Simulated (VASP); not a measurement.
CuI, 2 atoms in the cell. It takes space group F-43m (No. 216, cubic). Conventional cell: a = 6.063 Å, b = 6.063 Å, c = 6.063 Å, α = 90.00°, β = 90.00°, γ = 90.00°. I (site symmetry -43m) has 4 Cu at 2.63 Å within 3.5 Å. Cu (site symmetry -43m) has 4 I at 2.63 Å within 3.5 Å. 

* Program: VASP 6.6.1
* Task: relaxation of cell and atoms
* Functional: PBE
* Dispersion: D4
* Potentials or basis: VASP PAW PBE potentials, release 64 (I, Cu)
* Cutoff: 600 eV
* k mesh: 8 × 8 × 8
* Occupations: fermi-dirac, width 0.05 eV
* Spin: no spin polarisation
* Dipole correction: no
* Further INCAR settings: ALGO = Normal; EDIFF = 1e-06; IBRION = 2; EDIFFG = -0.01; NSW = 60; ISIF = 3

Potentials or basis: VASP PAW PBE potentials, release 64 (I, Cu).

Command:

```sh
$ cat potpaw_PBE.64/I/POTCAR potpaw_PBE.64/Cu/POTCAR > POTCAR
$ mpirun -np 1 vasp_std > vasp.out
```

Hardware: 1 thread of AMD EPYC 7R13 Processor (Zen 3), with other jobs on the host.

Task: How long does it take, and how much memory?

Result: It took 61 s on 1 thread of AMD EPYC 7R13 Processor (Zen 3), with other jobs on the host, peak memory 0.19 GiB. Counts: scf iterations 32, k points 29, ion steps 3.
